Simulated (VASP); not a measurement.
Crystal: HfC.

```
Hf C
1.0
     0.00000    2.52211    2.52211
     2.52211    0.00000    2.52211
     2.52211    2.52211    0.00000
Hf C
1 1
Direct
  0.00000 0.00000 0.00000
  0.25000 0.25000 0.25000
```

Base run:

* Program: VASP 6.6.1
* Functional: PBE
* Potentials or basis: VASP PAW PBE potentials, release 64 (Hf_pv, C)
* Cutoff: 520 eV
* k mesh: 12 × 12 × 12
* Occupations: gaussian, width 0.05 eV
* Spin: no spin polarisation

Its results: band gap on the k mesh 0.29 eV, direct; pressure -0.4 GPa.

Question: The run is repeated on the same cell with these changes: functional from PBE to LDA; potentials or basis from VASP PAW PBE potentials, release 64 (Hf_pv, C) to VASP PAW LDA potentials, release 64 (Hf_pv, C). What comes out?

Answer: Band gap on the k mesh 0.22 eV, direct; pressure -8.1 GPa.

Caveats: spin-orbit coupling is left out, which moves the levels of the heavy elements.

A k mesh can miss the band edges.
